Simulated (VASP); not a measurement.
Runs of VASP 6.6.1 on Hf2H. The structure is that of space group R-3m (No. 166), or close to it. The cells are those of the table. 

```tsv
task	cell	k mesh	cutoff (eV)	gap on the mesh (eV)	pressure (GPa)	largest force (eV/Å)
relaxation of cell and atoms	relaxed from a = 3.655 Å, angles 96.4°, 3 atoms	6 × 6 × 6	600	none	0.0	0.01
single point	a = 3.655 Å, angles 96.4°, 3 atoms	6 × 6 × 6	520	none	(a)	1.12
single point	a = 3.672 Å, angles 85.3°, 3 atoms	12 × 12 × 12	520	none	-0.4	-
single point	a = 3.666 Å, angles 84.7°, 3 atoms	6 × 6 × 6	520	none	-0.3	0.01
```

Alike in all rows: level PBE; potentials or basis VASP PAW PBE potentials, release 64 (Hf_pv, H); no spin polarisation; smearing gaussian 0.1 eV.

**Question.** Estimate the missing entries.

**Answer.** (a) 14.2.

Caveats: spin-orbit coupling is left out, which moves the levels of the heavy elements; forces of over 1 eV/Å act on the atoms, so gaps and moduli don't describe the material at rest (some runs).

A k mesh can miss the band edges, and the runs leave out spin-orbit coupling on Hf.

A gap of «none» marks levels without a gap at the run's occupations.
